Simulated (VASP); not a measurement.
# KTaS3 (P4/mbm) in VASP: a series of runs

KTaS3 is run at these levels: PBE; tasks: single point.

All numbers are computed with VASP 6.6.1; they aren't measurements. Logs are shortened: lines on timing, memory, paths and dates and some standing lists are left out, and cuts for length are marked.

### Step 1. The cell of the first run

It takes space group P4/mbm (No. 127, tetragonal). The conventional cell has a = 6.830 Å, b = 6.830 Å, c = 4.884 Å, α = 90.00°, β = 90.00°, γ = 90.00°. K (site symmetry mmm) has 12 S at 3.22 to 3.66 Å and 8 Ta at 4.20 Å within 4.2 Å. Within 3.2 Å of Ta (site symmetry 4/m) lie 6 S at 2.44 Å. Within 3.3 Å of S (site symmetry m2m) lie 2 Ta at 2.44 Å and 2 K at 3.22 Å. Within 3.2 Å of S (site symmetry 4/m) lie 2 Ta at 2.44 Å.

### Step 2. Single point, PBE

The input, INCAR:

```
ALGO = Normal
EDIFF = 1E-7
ENCUT = 520
GGA = PE
ISIF = 2
ISMEAR = 0
LASPH = T
LCHARG = F
LREAL = F
LWAVE = F
NBANDS = 49
NELM = 80
PREC = Accurate
SIGMA = 0.1
```

The input, KPOINTS:

```
k-points
0
Gamma
  4 4 4
```

The input, POSCAR:

```
KTaS3
1.0
    6.8300579989      0.0000000000      0.0000000000
    0.0000000000      6.8300579989      0.0000000000
    0.0000000000      0.0000000000      4.8839733940
K Ta S
2 2 6
Direct
    0.0000000000      0.5000000000      0.5000000000
    0.5000000000      0.0000000000      0.5000000000
    0.5000000000      0.5000000000      0.0000000000
    0.0000000000      0.0000000000      0.0000000000
    0.7826326306      0.2826326306      0.0000000000
    0.7173673694      0.7826326306      0.0000000000
    0.5000000000      0.5000000000      0.5000000000
    0.2173673694      0.7173673694      0.0000000000
    0.2826326306      0.2173673694      0.0000000000
    0.0000000000      0.0000000000      0.5000000000
```

Potentials or basis: VASP PAW PBE potentials, release 64 (K_sv, Ta_pv, S).

On the command line:

```bash
cat potpaw_PBE.64/K_sv/POTCAR potpaw_PBE.64/Ta_pv/POTCAR potpaw_PBE.64/S/POTCAR > POTCAR
mpirun -np 1 vasp_std > vasp.out
```

OUTCAR:

```text
EDIFF = 1E-7
   ENCUT = 520
   GGA = PE
   ISIF = 2
   ISMEAR = 0
   LASPH = T
   LREAL = F
   NELM = 80
   PREC = Accurate

 ion  position               nearest neighbor table
   1  0.000  0.500  0.500-   5 3.22   8 3.22   5 3.22   8 3.22
   2  0.500  0.000  0.500-   6 3.22   9 3.22   6 3.22   9 3.22
   3  0.500  0.500  0.000-   5 2.44   6 2.44   8 2.44   9 2.44   7 2.44   7 2.44
   4  0.000  0.000  0.000-   5 2.44   6 2.44   8 2.44   9 2.44  10 2.44  10 2.44
   5  0.783  0.283  0.000-   3 2.44   4 2.44   1 3.22   1 3.22
   6  0.717  0.783  0.000-   3 2.44   4 2.44   2 3.22   2 3.22
   7  0.500  0.500  0.500-   3 2.44   3 2.44
   8  0.217  0.717  0.000-   3 2.44   4 2.44   1 3.22   1 3.22
   9  0.283  0.217  0.000-   3 2.44   4 2.44   2 3.22   2 3.22
  10  0.000  0.000  0.500-   4 2.44   4 2.44

  LATTYP: Found a simple tetragonal cell.
 ALAT       =     6.8300579989
 C/A-ratio  =     0.7150705594

  Lattice vectors:

 A1 = (   6.8300579989,   0.0000000000,   0.0000000000)
 A2 = (   0.0000000000,   6.8300579989,   0.0000000000)
 A3 = (   0.0000000000,   0.0000000000,   4.8839733940)

Analysis of symmetry for initial positions (statically):
=====================================================================
 Subroutine PRICEL returns:
 Original cell was already a primitive cell.

 Routine SETGRP: Setting up the symmetry group for a
 simple tetragonal supercell.

 Subroutine GETGRP returns: Found 16 space group operations
 (whereof  8 operations were pure point group operations)
 out of a pool of 16 trial point group operations.

The static configuration has the point symmetry C_4h.
 The point group associated with its full space group is D_4h.

Analysis of symmetry for dynamics (positions and initial velocities):
=====================================================================
 Subroutine PRICEL returns:
 Original cell was already a primitive cell.

 Routine SETGRP: Setting up the symmetry group for a
 simple tetragonal supercell.

 Subroutine GETGRP returns: Found 16 space group operations
 (whereof  8 operations were pure point group operations)
 out of a pool of 16 trial point group operations.

The dynamic configuration has the point symmetry C_4h.
 The point group associated with its full space group is D_4h.

 Subroutine INISYM returns: Found 16 space group operations
 (whereof  8 operations are pure point group operations),
 and found     1 'primitive' translations

----------------------------------------------------------------------------------------

                                     Primitive cell

  volume of cell :     227.8359

  direct lattice vectors                    reciprocal lattice vectors
     6.830057999  0.000000000  0.000000000     0.146411641  0.000000000  0.000000000
     0.000000000  6.830057999  0.000000000     0.000000000  0.146411641  0.000000000
     0.000000000  0.000000000  4.883973394     0.000000000  0.000000000  0.204751320

  length of vectors
     6.830057999  6.830057999  4.883973394     0.146411641  0.146411641  0.204751320

  position of ions in fractional coordinates (direct lattice)
     0.000000000  0.500000000  0.500000000
     0.500000000  0.000000000  0.500000000
     0.500000000  0.500000000  0.000000000
     0.000000000  0.000000000  0.000000000
     0.782632631  0.282632631  0.000000000
     0.717367369  0.782632631  0.000000000
     0.500000000  0.500000000  0.500000000
     0.217367369  0.717367369  0.000000000
     0.282632631  0.217367369  0.000000000
     0.000000000  0.000000000  0.500000000

  ion indices of the primitive-cell ions
   primitive index   ion index
                 1           1
                 2           2
                 3           3
                 4           4
                 5           5
                 6           6
                 7           7
                 8           8
                 9           9
                10          10

----------------------------------------------------------------------------------------

 KPOINTS: k-points

Automatic generation of k-mesh.
 Grid dimensions read from file:
 generate k-points for:    4    4    4

 Generating k-lattice:

  Cartesian coordinates                     Fractional coordinates (reciprocal lattice)
     0.036602910  0.000000000  0.000000000     0.250000000  0.000000000  0.000000000
     0.000000000  0.036602910  0.000000000     0.000000000  0.250000000  0.000000000
     0.000000000  0.000000000  0.051187830     0.000000000  0.000000000  0.250000000

  Length of vectors
     0.036602910  0.036602910  0.051187830

  Shift w.r.t. Gamma in fractional coordinates (k-lattice)
     0.000000000  0.000000000  0.000000000

 Subroutine IBZKPT returns following result:
 ===========================================

 Found     18 irreducible k-points:

 Following reciprocal coordinates:
            Coordinates               Weight
  0.000000  0.000000  0.000000      1.000000
  0.250000  0.000000  0.000000      4.000000
  0.500000  0.000000  0.000000      2.000000
  0.250000  0.250000  0.000000      4.000000
  0.500000  0.250000  0.000000      4.000000
  0.500000  0.500000  0.000000      1.000000
[... 10 lines left out ...]
  0.500000  0.250000  0.500000      4.000000
  0.500000  0.500000  0.500000      1.000000
   k-points           NKPTS =     18   k-points in BZ     NKDIM =     18   number of bands    NBANDS=     49
   number of dos      NEDOS =    301   number of ions     NIONS =     10
   total plane-waves  NPLWV = 104976
   dimension x,y,z NGX =    54 NGY =   54 NGZ =   36
   dimension x,y,z NGXF=   108 NGYF=  108 NGZF=   72
   ions per type =               2   2   6
   NGX,Y,Z   is equivalent  to a cutoff of  13.14, 13.14, 12.25 a.u.
   NGXF,Y,Z  is equivalent  to a cutoff of  26.29, 26.29, 24.51 a.u.
 SYSTEM =  unknown system
   PREC   = accura    normal or accurate (medium, high low for compatibility)
   ISTART =      0    job   : 0-new  1-cont  2-samecut
   ICHARG =      2    charge: 1-file 2-atom 10-const
   ISPIN  =      1    spin polarized calculation?
   LNONCOLLINEAR =      F non collinear calculations
   LSORBIT =      F    spin-orbit coupling
   LASPH  =      T    aspherical Exc in radial PAW
   ENCUT  =  520.0 eV  38.22 Ry    6.18 a.u.  12.70 12.70  9.08*2*pi/ulx,y,z
   NELM   =     80;   NELMIN=  2; NELMDL= -5     # of ELM steps
   EDIFF  = 0.1E-06   stopping-criterion for ELM
   LREAL  =      F    real-space projection
   EDIFFG = 0.1E-05   stopping-criterion for IOM
   NSW    =      0    number of steps for IOM
   IBRION =     -1    ionic relax: 0-MD 1-quasi-New 2-CG
   NFREE  =      0    steps in history (QN), initial steepest desc. (CG)
   ISIF   =      2    stress and relaxation
   ISYM   =      2    0-nonsym 1-usesym 2-fastsym
   POTIM  = 0.5000    time-step for ionic-motion
   TEBEG  =    0.0;   TEEND  =   0.0 temperature during run
   PSTRESS=    0.0 pullay stress
   NELECT =      76.0000    total number of electrons
   NUPDOWN=      -1.0000    fix difference up-down
   EMIN   =  10.00;   EMAX   =-10.00  energy-range for DOS
   EFERMI =   0.00;   METHOD = LEGACY
   ISMEAR =     0;   SIGMA  =   0.10  broadening in eV -4-tet -1-fermi 0-gaus
   EFERMI_NEDOS =   21; number of points for ismear=-14 and -15
   IALGO  =     38    algorithm
   IMIX   =      4    mixing-type and parameters
     AMIX     =   0.40;   BMIX     =  1.00
     AMIX_MAG =   1.60;   BMIX_MAG =  1.00
  volume/ion in A,a.u.               =      22.78       153.75
  Fermi-wavevector in a.u.,A,eV,Ry     =   1.135373  2.145544 17.538896  1.289072
  Thomas-Fermi vector in A             =   2.272078
   LORBIT       =      0    0 simple, 1 ext, 2 COOP (PROOUT), +10 PAW based schemes
   GGA     = PE    functional components
   LHFCALC =     F    Hartree Fock is set to
   AEXX    =    0.0000 exact exchange contribution
   IVDW    =     0    specifies the selected vdW correction
   LEPSILON=     F    determine dielectric tensor
   LRPA    =     F    only Hartree local field effects (RPA)
 non-spin polarized calculation
 Gauss-broadening in eV      SIGMA  =   0.10
  energy-cutoff  :      520.00
  volume of cell :      227.84
 maximum number of plane-waves:      6172
 NGX is ok and might be reduce to    54
   NGX = 25   NGY = 25   NGZ = 19

 number of electron      76.0000003 magnetization

 Free energy of the ion-electron system (eV)
  ---------------------------------------------------
  ext. energy  EPLUGINS =         0.00000000
  ---------------------------------------------------
  free energy    TOTEN  =       -60.34444663 eV

  energy without entropy =      -60.33342667  energy(sigma->0) =      -60.33893665

 E-fermi :   2.9145     XC(G=0):  -9.4218

 val. band max:        2.8475335766   @ k =   0.5000   0.2500   0.5000
 cond. band min:       2.9444216327   @ k =   0.2500   0.0000   0.5000
 fundamental gap:      0.0968880561
 Fermi energy:         2.9145458122

 k-point     1 :       0.0000    0.0000    0.0000
  band No.  band energies     occupation
      1     -32.4715      2.00000
      2     -32.4712      2.00000
      3     -32.4514      2.00000
      4     -32.4514      2.00000
      5     -32.4442      2.00000
      6     -32.4442      2.00000
[... 41 lines left out ...]
     48       6.9243      0.00000
     49       8.1357      0.00000

 k-point     2 :       0.2500    0.0000    0.0000
  band No.  band energies     occupation
      1     -32.4715      2.00000
      2     -32.4712      2.00000
      3     -32.4503      2.00000
      4     -32.4503      2.00000
      5     -32.4453      2.00000
      6     -32.4453      2.00000
[... 824 lines left out ...]
 k-point    18 :       0.5000    0.5000    0.5000
  band No.  band energies     occupation
      1     -32.4781      2.00000
      2     -32.4781      2.00000
      3     -32.4514      2.00000
      4     -32.4514      2.00000
      5     -32.4439      2.00000
      6     -32.4439      2.00000
[... 41 lines left out ...]
     48       9.9301      0.00000
     49       9.9332      0.00000

------------------------ aborting loop because EDIFF is reached ----------------------------------------

  FORCE on cell =-STRESS in cart. coord.  units (eV):
  Direction    XX          YY          ZZ          XY          YZ          ZX
  --------------------------------------------------------------------------------------
  -------------------------------------------------------------------------------------
  Total       -0.0292876     -0.0292876      0.0852047      0.0000000     -0.0000000      0.0000000
  in kB       -0.2059551     -0.2059551      0.5991726      0.0000000     -0.0000000      0.0000000
  external PRESSURE =       0.0624208 kB  Pullay stress =       0.0000000 kB

 VOLUME and BASIS-vectors are now :
 -----------------------------------------------------------------------------
  energy-cutoff  :      520.00
  volume of cell :      227.84
      direct lattice vectors                 reciprocal lattice vectors
     6.830057999  0.000000000  0.000000000     0.146411641  0.000000000  0.000000000
     0.000000000  6.830057999  0.000000000     0.000000000  0.146411641  0.000000000
     0.000000000  0.000000000  4.883973394     0.000000000  0.000000000  0.204751320

 POSITION                                       TOTAL-FORCE (eV/Angst)
 -----------------------------------------------------------------------------------
      0.00000      3.41503      2.44199         0.000000      0.000000     -0.000000
      3.41503      0.00000      2.44199         0.000000      0.000000     -0.000000
      3.41503      3.41503      0.00000         0.000000      0.000000     -0.000000
      0.00000      0.00000      0.00000         0.000000      0.000000     -0.000000
      5.34543      1.93040      0.00000        -0.009861     -0.009861      0.000000
      4.89966      5.34543      0.00000         0.009861     -0.009861     -0.000000
      3.41503      3.41503      2.44199         0.000000      0.000000     -0.000000
      1.48463      4.89966      0.00000         0.009861      0.009861     -0.000000
      1.93040      1.48463      0.00000        -0.009861      0.009861      0.000000
      0.00000      0.00000      2.44199         0.000000      0.000000     -0.000000
 -----------------------------------------------------------------------------------
    total drift:                               -0.000000      0.000000      0.000000

  FREE ENERGIE OF THE ION-ELECTRON SYSTEM (eV)
  ---------------------------------------------------
  free  energy   TOTEN  =       -60.3444466314 eV

  energy  without entropy=      -60.3334266677  energy(sigma->0) =      -60.33893665
```

Run time: 12 min. Hardware: 1 thread of Intel Xeon 8259CL, shared host; peak memory 0.42 GiB.

What came out:

| Property | Result |
| --- | --- |
| Free energy | -60.3444 eV |
| Pressure | 0.0 GPa |
| Largest force | 0.014 eV/Å |
| Band gap on the k mesh | zero (bands 38 and 39 overlap by 0.48 eV) |

Forces on the atoms (eV/Å):
```
K    0.000  0.000  0.000
K    0.000  0.000  0.000
Ta   0.000  0.000  0.000
Ta   0.000  0.000  0.000
S   -0.010 -0.010  0.000
S    0.010 -0.010  0.000
S    0.000  0.000  0.000
S    0.010  0.010  0.000
S   -0.010  0.010  0.000
S    0.000  0.000  0.000
```

Stress tensor (GPa, compression positive):
```
-0.02  0.00  0.00
 0.00 -0.02  0.00
 0.00  0.00  0.06
```

Caveat: spin-orbit coupling is left out, which moves the levels of the heavy elements.

### Step 3. Single point, PBE

This run uses another cell than the first one, of 24.86 Å³/atom.

The input, INCAR:

```
SYSTEM = KTaS3
PREC = Accurate
ENCUT = 520
EDIFF = 1E-6
ISMEAR = 0
SIGMA = 0.1
LREAL = .FALSE.
LASPH = .TRUE.
NELM = 60
ALGO = Normal
ISIF = 2
LWAVE = .FALSE.
LCHARG = .FALSE.
GGA = PE
NBANDS = 49
```

The input, KPOINTS:

```
Automatic mesh
0
G
  4 4 4
  0 0 0
```

The input, POSCAR:

```
KTaS3
1.0
    7.0582661400      0.0000000000      0.0000000000
    0.0000000000      7.0582661400      0.0000000000
    0.0000000000      0.0000000000      4.9909478500
K Ta S
2 2 6
Direct
    0.0000000000      0.5000000000      0.5000000000
    0.5000000000      0.0000000000      0.5000000000
    0.5000000000      0.5000000000      0.0000000000
    0.0000000000      0.0000000000      0.0000000000
    0.7863090500      0.2863090500      0.0000000000
    0.7136909500      0.7863090500      0.0000000000
    0.5000000000      0.5000000000      0.5000000000
    0.2136909500      0.7136909500      0.0000000000
    0.2863090500      0.2136909500      0.0000000000
    0.0000000000      0.0000000000      0.5000000000
```

Potentials or basis: VASP PAW PBE potentials, release 64 (K_sv, Ta_pv, S).

On the command line:

```bash
cat potpaw_PBE.64/K_sv/POTCAR potpaw_PBE.64/Ta_pv/POTCAR potpaw_PBE.64/S/POTCAR > POTCAR
mpirun -np 1 vasp_std > vasp.out
```

Run time: 12 min. Hardware: 1 thread of Intel Xeon 8259CL, shared host; peak memory 0.45 GiB.

The run converged. Its results:

```
Free energy            : -59.8965 eV
Pressure               : -6.1 GPa
Largest force          : 0.204 eV/Å
Band gap on the k mesh : zero (bands 38 and 39 overlap by 0.33 eV)
```

Forces in eV/Å, atoms in the order of the input:
```
K    0.000  0.000  0.000
K    0.000  0.000  0.000
Ta   0.000  0.000  0.000
Ta   0.000  0.000  0.000
S   -0.144 -0.144  0.000
S    0.144 -0.144  0.000
S    0.000  0.000  0.000
S    0.144  0.144  0.000
S   -0.144  0.144  0.000
S    0.000  0.000  0.000
```

Stress tensor (GPa, compression positive):
```
-6.52  0.00  0.00
 0.00 -6.52  0.00
 0.00  0.00 -5.21
```

Levels at points of the mesh, in eV from the Fermi level:
| k point | band 34 | band 35 | band 36 | band 37 | band 38 | band 39 | band 40 | band 41 | band 42 | band 43 |
| --- | --- | --- | --- | --- | --- | --- | --- | --- | --- | --- |
| (0.00, 0.00, 0.00) | -0.91 | -0.50 | -0.42 | -0.42 | -0.38 | -0.19 | -0.19 | -0.08 | 1.49 | 1.89 |
| (0.50, 0.00, 0.00) | -1.52 | -1.35 | -1.35 | -0.55 | -0.55 | 1.14 | 1.14 | 1.21 | 1.21 | 1.53 |
| (0.50, 0.50, 0.00) | -1.39 | -0.74 | -0.74 | -0.71 | -0.71 | -0.14 | -0.14 | 1.52 | 1.52 | 2.11 |
| (0.00, 0.00, 0.50) | -0.60 | -0.60 | -0.26 | -0.03 | 0.14 | 0.14 | 1.55 | 2.23 | 2.23 | 2.69 |
| (0.50, 0.00, 0.50) | -0.71 | -0.65 | -0.65 | -0.38 | -0.38 | 1.56 | 1.56 | 2.26 | 2.26 | 2.35 |
| (0.50, 0.50, 0.50) | -1.59 | -1.53 | -1.53 | 0.06 | 0.06 | 1.60 | 1.60 | 2.22 | 2.22 | 2.56 |

Caveat: the cell stands under tension; spin-orbit coupling is left out, which moves the levels of the heavy elements.

### Step 4. Single point, PBE

The input, INCAR:

```
SYSTEM = KTaS3
  PREC = Accurate
  ENCUT = 520
  EDIFF = 1E-6
  ISMEAR = 0
  SIGMA = 0.1
  LREAL = .FALSE.
  LASPH = .TRUE.
  NELM = 80
  ALGO = Normal
  ISIF = 2
  LWAVE = .FALSE.
  LCHARG = .FALSE.
  GGA = PE
  NBANDS = 49
```

The input, KPOINTS:

```
regular mesh
0
G
  6 6 8
  0 0 0
```

The input, POSCAR:

```
KTaS3
1.0
    6.8222881523      0.0000000000      0.0000000000
    0.0000000000      6.8222881523      0.0000000000
    0.0000000000      0.0000000000      4.8943910760
K Ta S
2 2 6
Direct
    0.0000000000      0.5000000000      0.5000000000
    0.5000000000      0.0000000000      0.5000000000
    0.5000000000      0.5000000000      0.0000000000
    0.0000000000      0.0000000000      0.0000000000
    0.7857933101      0.2857933101      0.0000000000
    0.7142066899      0.7857933101      0.0000000000
    0.5000000000      0.5000000000      0.5000000000
    0.2142066899      0.7142066899      0.0000000000
    0.2857933101      0.2142066899      0.0000000000
    0.0000000000      0.0000000000      0.5000000000
```

On the command line:

```bash
cat potpaw_PBE.64/K_sv/POTCAR potpaw_PBE.64/Ta_pv/POTCAR potpaw_PBE.64/S/POTCAR > POTCAR
mpirun -np 1 vasp_std > vasp.out
```

It took 23 min on 1 thread of Intel Xeon 8259CL, shared host; peak memory 0.62 GiB.

Results (log left out):

```yaml
Free_energy: -60.3263 eV
Pressure: 0.0 GPa
Band_gap_on_the_k_mesh: zero (bands 38 and 39 overlap by 0.53 eV)
```

Forces on the atoms (eV/Å):
```
K    0.000  0.000  0.000
K    0.000  0.000  0.000
Ta   0.000  0.000  0.000
Ta   0.000  0.000  0.000
S   -0.002 -0.002  0.000
S    0.002 -0.002  0.000
S    0.000  0.000  0.000
S    0.002  0.002  0.000
S   -0.002  0.002  0.000
S    0.000  0.000  0.000
```

Levels at points of the mesh, in eV from the Fermi level:
| k point | band 34 | band 35 | band 36 | band 37 | band 38 | band 39 | band 40 | band 41 | band 42 | band 43 |
| --- | --- | --- | --- | --- | --- | --- | --- | --- | --- | --- |
| (0.00, 0.00, 0.00) | -1.07 | -0.53 | -0.45 | -0.45 | -0.44 | -0.40 | -0.40 | -0.31 | 1.65 | 2.05 |
| (0.50, 0.00, 0.00) | -1.70 | -1.50 | -1.50 | -0.67 | -0.67 | 1.19 | 1.19 | 1.28 | 1.28 | 1.58 |
| (0.50, 0.50, 0.00) | -1.65 | -0.83 | -0.83 | -0.80 | -0.80 | -0.32 | -0.32 | 1.69 | 1.69 | 2.36 |
| (0.00, 0.00, 0.50) | -0.68 | -0.68 | -0.29 | -0.25 | 0.13 | 0.13 | 1.73 | 2.32 | 2.32 | 2.93 |
| (0.50, 0.00, 0.50) | -0.81 | -0.77 | -0.77 | -0.45 | -0.45 | 1.63 | 1.63 | 2.35 | 2.35 | 2.46 |
| (0.50, 0.50, 0.50) | -1.86 | -1.76 | -1.76 | 0.04 | 0.04 | 1.80 | 1.80 | 2.30 | 2.30 | 2.75 |

Caveat: spin-orbit coupling is left out, which moves the levels of the heavy elements.

### Step 5. The runs side by side

```tsv
cell	k mesh	gap on the mesh (eV)	pressure (GPa)	largest force (eV/Å)
a = 6.830, b = 6.830, c = 4.884 Å, 10 atoms, atomic positions A	4 × 4 × 4	none	0.0	0.01
a = 7.058, b = 7.058, c = 4.991 Å, 10 atoms, atomic positions B	4 × 4 × 4	none	-6.1	0.20
a = 6.822, b = 6.822, c = 4.894 Å, 10 atoms, atomic positions C	6 × 6 × 8	none	0.0	-
```

Alike in all rows: task single point; level PBE; potentials or basis VASP PAW PBE potentials, release 64 (K_sv, Ta_pv, S); no spin polarisation; cutoff (eV) 520; smearing gaussian 0.1 eV.

Caveats: spin-orbit coupling is left out, which moves the levels of the heavy elements; the cell stands under tension (at least some runs).

Absolute energies hang on the potentials; compare differences alone.

The gap in the log of VASP goes by the Fermi energy; the results here count the filled bands.